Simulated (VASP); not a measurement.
# C (C2/m) in VASP: settings compared, part 2 of 2

VASP 6.6.1. The steps go on from the part before.

**4. Single point, PBE0**

This run uses another cell than the first one, of 9.15 Å³/atom.

POSCAR

```
C
1.0
    2.1273203072     -1.2282824400      0.0000000000
    2.1273203072      1.2282824400      0.0000000000
   -1.3790696309      0.0000000000      3.5028300786
C
2
Direct
    0.1666444700      0.1666444700      0.9999069600
    0.8333555300      0.8333555300      0.0000930400
```

INCAR.step1

```
SYSTEM = C
PREC     = Accurate       ! precision mode
ENCUT    = 520            ! plane-wave cutoff, eV
EDIFF    = 1E-5           ! SCF threshold, eV
ISMEAR   = -1             ! smearing method
SIGMA    = 0.05           ! smearing width, eV
LREAL    = .FALSE.        ! projectors in reciprocal space
LASPH    = .TRUE.         ! aspherical terms in the spheres
NELM     = 80             ! most SCF steps
ALGO     = Normal         ! electronic algorithm
ISIF     = 2              ! what is computed and relaxed
LWAVE    = .TRUE.         ! write WAVECAR
LCHARG   = .FALSE.        ! write CHGCAR
GGA      = PE             ! functional
NBANDS   = 11             ! bands
```

INCAR.step2

```
SYSTEM = C
PREC     = Accurate       ! precision mode
ENCUT    = 520            ! plane-wave cutoff, eV
EDIFF    = 1E-6           ! SCF threshold, eV
ISMEAR   = -1             ! smearing method
SIGMA    = 0.05           ! smearing width, eV
LREAL    = .FALSE.        ! projectors in reciprocal space
LASPH    = .TRUE.         ! aspherical terms in the spheres
NELM     = 80             ! most SCF steps
ALGO     = Normal         ! electronic algorithm
ISIF     = 2              ! what is computed and relaxed
LWAVE    = .FALSE.        ! write WAVECAR
LCHARG   = .FALSE.        ! write CHGCAR
GGA      = PE             ! functional
LHFCALC  = .TRUE.         ! exact exchange
AEXX     = 0.25           ! exact-exchange fraction
PRECFOCK = Normal       
ISTART   = 1            
NBANDS   = 11             ! bands
```

KPOINTS

```
Automatic mesh
0
G
  6 6 4
  0 0 0
```

Potentials or basis: VASP PAW PBE potentials, release 64 (C).

Started as:

```console
$ cat potpaw_PBE.64/C/POTCAR > POTCAR
$ cp INCAR.step1 INCAR
$ mpirun -np 1 vasp_std > vasp.out
$ cp INCAR.step2 INCAR
$ mpirun -np 1 vasp_std > vasp.out
```

OUTCAR:

```text
SYSTEM = C
   PREC = Accurate
   ENCUT = 520
   EDIFF = 1E-6
   ISMEAR = -1
   LREAL = .FALSE.
   LASPH = .TRUE.
   NELM = 80
   ISIF = 2
   GGA = PE
   LHFCALC = .TRUE.
   AEXX = 0.25
   PRECFOCK = Normal
   ISTART = 1

 ion  position               nearest neighbor table
   1  0.167  0.167  1.000-   2 1.42   2 1.42   2 1.42
   2  0.833  0.833  0.000-   1 1.42   1 1.42   1 1.42

  LATTYP: Found a base centered monoclinic cell.
 ALAT       =     4.2546406144
 B/A-ratio  =     0.5773848141
[... 525 lines left out ...]
      5      12.1809      0.00000
      6      13.6687      0.00000
      7      15.7607      0.00000
      8      17.6387      0.00000
      9      22.7732      0.00000
     10      23.7151      0.00000
     11      28.8060      0.00000

 [... further k-points ...]
[... 5 lines left out ...]
  --------------------------------------------------------------------------------------
  -------------------------------------------------------------------------------------
  Total       -0.2413722     -0.2683342     -0.0003226      0.0000000      0.0000000     -0.0106198
  in kB      -21.1260207    -23.4858560     -0.0282341      0.0000000      0.0000000     -0.9294985
  external PRESSURE =     -14.8800369 kB  Pullay stress =       0.0000000 kB

 VOLUME and BASIS-vectors are now :
 -----------------------------------------------------------------------------
  energy-cutoff  :      520.00
  volume of cell :       18.31
      direct lattice vectors                 reciprocal lattice vectors
     2.127320307 -1.228282440  0.000000000     0.235037478 -0.407072497  0.092534619
     2.127320307  1.228282440  0.000000000     0.235037478  0.407072497  0.092534619
    -1.379069631  0.000000000  3.502830079     0.000000000  0.000000000  0.285483446

 POSITION                                       TOTAL-FORCE (eV/Angst)
 -----------------------------------------------------------------------------------
     -0.66993      0.00000      3.50250         0.005493      0.000000     -0.058948
      3.54550      0.00000      0.00033        -0.005493      0.000000      0.058948
 -----------------------------------------------------------------------------------
    total drift:                               -0.000000      0.000000      0.000000

  FREE ENERGIE OF THE ION-ELECTRON SYSTEM (eV)
  ---------------------------------------------------
  free  energy   TOTEN  =       -22.2042791478 eV

  energy  without entropy=      -22.2042788326  energy(sigma->0) =      -22.20427899
```

Wall time 13 min (1 thread of Intel Xeon 8259CL, shared host); peak memory 0.13 GiB.

Results:

```
Free energy   : -22.2043 eV
Pressure      : -1.5 GPa
Largest force : 0.059 eV/Å
```

Forces on the atoms (eV/Å):
```
C    0.005  0.000 -0.059
C   -0.005  0.000  0.059
```

Caveat: the k points lie up to 0.50 Å⁻¹ apart; this functional lacks dispersion, which binds the layers, so the pressure and a relaxed spacing across them are unreliable; the PAW data sets were made with another functional, which shifts forces and pressure a little.

**5. Single point, HSE06**

This run uses another cell than the first one, of 9.15 Å³/atom.

POSCAR is that of step 4.

INCAR.step1

```
PREC = Accurate
ENCUT = 520
EDIFF = 1E-5
ISMEAR = -1
SIGMA = 0.05
LREAL = False
LASPH = True
NELM = 80
ALGO = Normal
ISIF = 2
LWAVE = True
LCHARG = False
GGA = PE
NBANDS = 11
```

INCAR.step2

```
PREC = Accurate
ENCUT = 520
EDIFF = 1E-6
ISMEAR = -1
SIGMA = 0.05
LREAL = False
LASPH = True
NELM = 80
ALGO = Normal
ISIF = 2
LWAVE = False
LCHARG = False
GGA = PE
LHFCALC = True
HFSCREEN = 0.2079
PRECFOCK = Normal
ISTART = 1
NBANDS = 11
```

KPOINTS

```
Automatic mesh
0
Gamma
  7 7 4
```

Started as:

```console
$ cat potpaw_PBE.64/C/POTCAR > POTCAR
$ cp INCAR.step1 INCAR
$ mpirun -np 1 vasp_std > vasp.out
$ cp INCAR.step2 INCAR
$ mpirun -np 1 vasp_std > vasp.out
```

Wall time 15 min (1 thread of AMD EPYC 7R43 (Zen 3), shared host); peak memory 0.19 GiB.

Results (log left out):

```yaml
Free_energy: -21.1757 eV
Pressure: -1.4 GPa
Largest_force: 0.010 eV/Å
```

Forces on the atoms (eV/Å):
```
C   -0.002  0.000  0.010
C    0.002  0.000 -0.010
```

Stress tensor (GPa, compression positive):
```
-2.94  0.00 -0.03
 0.00 -3.02  0.00
-0.03  0.00  1.83
```

Caveat: the k points lie up to 0.45 Å⁻¹ apart; this functional lacks dispersion, which binds the layers, so the pressure and a relaxed spacing across them are unreliable; the PAW data sets were made with another functional, which shifts forces and pressure a little.

**6. Single point, PBE-based screened hybrid with 25 % exact exchange**

This run uses another cell than the first one, of 9.15 Å³/atom.

POSCAR is that of step 5.

INCAR.step1

```
SYSTEM = C
PREC = Accurate ; ENCUT = 520
EDIFF = 1E-5 ; ISMEAR = -1
SIGMA = 0.05 ; LREAL = .False.
LASPH = .True. ; NELM = 80
ALGO = Normal ; ISIF = 2
LWAVE = .True. ; LCHARG = .False.
NBANDS = 11 ; GGA = PE
```

INCAR.step2

```
SYSTEM = C
PREC = Accurate ; ENCUT = 520
EDIFF = 1E-6 ; ISMEAR = -1
SIGMA = 0.05 ; LREAL = .False.
LASPH = .True. ; NELM = 80
ALGO = Normal ; ISIF = 2
LWAVE = .False. ; LCHARG = .False.
GGA = PE ; LHFCALC = .True.
AEXX = 0.25 ; HFSCREEN = 0.3
PRECFOCK = Normal ; NBANDS = 11
ISTART = 1
```

KPOINTS

```
Automatic mesh
0
Gamma
  7 7 4
  0 0 0
```

Potentials or basis: VASP PAW PBE potentials, release 64 (C).

Started as:

```console
$ cat potpaw_PBE.64/C/POTCAR > POTCAR
$ cp INCAR.step1 INCAR
$ mpirun -np 1 vasp_std > vasp.out
$ cp INCAR.step2 INCAR
$ mpirun -np 1 vasp_std > vasp.out
```

OUTCAR:

```text
SYSTEM = C
   PREC = Accurate
   ENCUT = 520
   EDIFF = 1E-6
   ISMEAR = -1
   LREAL = .False.
   LASPH = .True.
   NELM = 80
   ISIF = 2
   GGA = PE
   LHFCALC = .True.
   AEXX = 0.25
   HFSCREEN = 0.3
   PRECFOCK = Normal
   ISTART = 1

 ion  position               nearest neighbor table
   1  0.167  0.167  1.000-   2 1.42   2 1.42   2 1.42
   2  0.833  0.833  0.000-   1 1.42   1 1.42   1 1.42

  LATTYP: Found a base centered monoclinic cell.
 ALAT       =     4.2546406144
[... 527 lines left out ...]
      5      13.0449      0.00000
      6      13.5771      0.00000
      7      15.5873      0.00000
      8      15.6362      0.00000
      9      19.1739      0.00000
     10      24.0071      0.00000
     11      28.8991      0.00000

 [... further k-points ...]
[... 5 lines left out ...]
  --------------------------------------------------------------------------------------
  -------------------------------------------------------------------------------------
  Total       -0.3023444     -0.3111761      0.2121599      0.0000000      0.0000000     -0.0035341
  in kB      -26.4625877    -27.2355827     18.5692208      0.0000000      0.0000000     -0.3093185
  external PRESSURE =     -11.7096498 kB  Pullay stress =       0.0000000 kB

 VOLUME and BASIS-vectors are now :
 -----------------------------------------------------------------------------
  energy-cutoff  :      520.00
  volume of cell :       18.31
      direct lattice vectors                 reciprocal lattice vectors
     2.127320307 -1.228282440  0.000000000     0.235037478 -0.407072497  0.092534619
     2.127320307  1.228282440  0.000000000     0.235037478  0.407072497  0.092534619
    -1.379069631  0.000000000  3.502830079     0.000000000  0.000000000  0.285483446

 POSITION                                       TOTAL-FORCE (eV/Angst)
 -----------------------------------------------------------------------------------
     -0.66993      0.00000      3.50250        -0.002180      0.000000      0.009157
      3.54550      0.00000      0.00033         0.002180      0.000000     -0.009157
 -----------------------------------------------------------------------------------
    total drift:                               -0.000000     -0.000000      0.000000

  FREE ENERGIE OF THE ION-ELECTRON SYSTEM (eV)
  ---------------------------------------------------
  free  energy   TOTEN  =       -20.7656541844 eV

  energy  without entropy=      -20.7656541844  energy(sigma->0) =      -20.76565418
```

OSZICAR.step1:

```text
N       E                     dE             d eps       ncg     rms          rms(c)
DAV:   1     0.124924315110E+01    0.12492E+01   -0.40103E+03  1336   0.643E+02
DAV:   2    -0.192183635495E+02   -0.20468E+02   -0.19698E+02  1759   0.120E+02
DAV:   3    -0.196822005784E+02   -0.46384E+00   -0.46289E+00  1674   0.146E+01
DAV:   4    -0.196839288196E+02   -0.17282E-02   -0.17281E-02  1521   0.112E+00
DAV:   5    -0.196839363125E+02   -0.74929E-05   -0.74928E-05  1682   0.670E-02    0.640E+00
DAV:   6    -0.187426134336E+02    0.94132E+00   -0.78798E-01  1530   0.516E+00    0.373E+00
DAV:   7    -0.184407924346E+02    0.30182E+00   -0.91070E-01  1578   0.558E+00    0.106E+00
DAV:   8    -0.184449564792E+02   -0.41640E-02   -0.21766E-02  1454   0.938E-01    0.133E-01
DAV:   9    -0.184446741568E+02    0.28232E-03   -0.67299E-04  1619   0.163E-01    0.610E-02
DAV:  10    -0.184447604831E+02   -0.86326E-04   -0.18393E-04  1494   0.929E-02    0.297E-02
DAV:  11    -0.184447606791E+02   -0.19598E-06   -0.82221E-06  1586   0.167E-02
   1 F= -.18444761E+02 E0= -.18444761E+02  d E =-.427313E-10
```

Run time: 17 min. Hardware: 1 thread of AMD EPYC 7R43 (Zen 3), shared host; peak memory 0.19 GiB.

What came out:

```
Free energy   : -20.7657 eV
Pressure      : -1.2 GPa
Largest force : 0.009 eV/Å
```

Forces on the atoms (eV/Å):
```
C   -0.002  0.000  0.009
C    0.002  0.000 -0.009
```

Caveat: the k points lie up to 0.45 Å⁻¹ apart; this functional lacks dispersion, which binds the layers, so the pressure and a relaxed spacing across them are unreliable; the PAW data sets were made with another functional, which shifts forces and pressure a little.

**7. Overview**

```tsv
level	cell	k mesh	screening parameter	pressure (GPa)	largest force (eV/Å)
PBE0	a = 2.423, b = 2.423, c = 3.714 Å, angles 108.5, 108.5, 60.0°, 2 atoms	6 × 6 × 4	-	10.7	0.06
PBE0	a = 2.440, b = 2.440, c = 3.739 Å, angles 108.5, 108.5, 60.0°, 2 atoms	6 × 6 × 4	-	4.3	0.06
PBE0	a = 2.456, b = 2.456, c = 3.765 Å, angles 108.5, 108.5, 60.0°, 2 atoms	6 × 6 × 4	-	-1.5	0.06
HSE06	a = 2.456, b = 2.456, c = 3.765 Å, angles 108.5, 108.5, 60.0°, 2 atoms	7 × 7 × 4	0.2079 1/Å	-1.4	0.01
PBE-based screened hybrid with 25 % exact exchange	a = 2.456, b = 2.456, c = 3.765 Å, angles 108.5, 108.5, 60.0°, 2 atoms	7 × 7 × 4	0.3 1/Å	-1.2	0.01
```

Alike in all rows: task single point; potentials or basis VASP PAW PBE potentials, release 64 (C); no spin polarisation; cutoff (eV) 520; smearing fermi-dirac 0.05 eV.

Caveats: all runs use coarse meshes; this functional lacks dispersion, which binds the layers, so the pressure and a relaxed spacing across them are unreliable; the PAW data sets were made with another functional, which shifts forces and pressure a little.

Total energies depend on the potentials used, so only differences within one code and one set of settings carry meaning.
